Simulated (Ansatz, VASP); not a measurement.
## Sn: VASP beside Ansatz

The input INCAR:

```
SYSTEM = Sn
PREC     = Accurate       ! precision mode
ENCUT    = 520            ! plane-wave cutoff, eV
EDIFF    = 1E-6           ! SCF threshold, eV
ISMEAR   = -1             ! smearing method
SIGMA    = 0.05           ! smearing width, eV
LREAL    = .FALSE.        ! projectors in reciprocal space
LASPH    = .TRUE.         ! aspherical terms in the spheres
NELM     = 100            ! most SCF steps
ALGO     = Normal         ! electronic algorithm
ISIF     = 2              ! what is computed and relaxed
LWAVE    = .FALSE.        ! write WAVECAR
LCHARG   = .FALSE.        ! write CHGCAR
GGA      = PE             ! functional
NBANDS   = 13             ! bands
```

Contents of KPOINTS:

```
Automatic mesh
0
G
  11 11 11
  0 0 0
```

POSCAR

```
Sn
1.0
   -1.7604013028      1.8103704880      2.3842034864
    1.7604013028     -1.8103704880      2.3842034864
    1.7604013028      1.8103704880     -2.3842034864
Sn
1
Direct
    0.0000000000      0.0000000000      0.0000000000
```

input.yaml

```yaml
crystal:
  lattice:
    - [-1.7604013028, 1.810370488, 2.3842034864]
    - [1.7604013028, -1.810370488, 2.3842034864]
    - [1.7604013028, 1.810370488, -2.3842034864]
  atoms:
    - { symbol: Sn, position: [0.0, 0.0, 0.0] }
kpoints:
  mp_grid: { grid: [11, 11, 11] }
scf:
  occupations: { method: fermi_dirac, width: 0.05 }
hamiltonian:
  xc: pbe
  pseudopotentials: { kind: all_electron, lapw: { basis_error: 0.0005 } }
output:
  forces: true
  stress: true
  eigenvalues: true
```

Change from the starting cell: volume scaled by 1.06.

Alike in both runs: task single point; functional PBE; k mesh 11 × 11 × 11; occupations fermi-dirac, width 0.05 eV; no spin polarisation.

|  | VASP | Ansatz |
| --- | --- | --- |
| version | VASP 6.6.1 | Ansatz 0.2.0 |
| potentials or method | VASP PAW PBE potentials, release 64 (Sn_d), cutoff 520 eV | all-electron LAPW, scalar-relativistic |

```tsv
	VASP	Ansatz	Ansatz less VASP
gap on the k mesh at the Fermi level (eV)	none	none	-
pressure (GPa)	-3.3	-3.2	+0.06
traceless stress, the component that is largest in VASP (GPa)	-0.96	-0.96	0.000
```

A gap of «none» marks a metal or a gap that the smearing closes. Ansatz ran all-electron here, and VASP with PAW potentials.
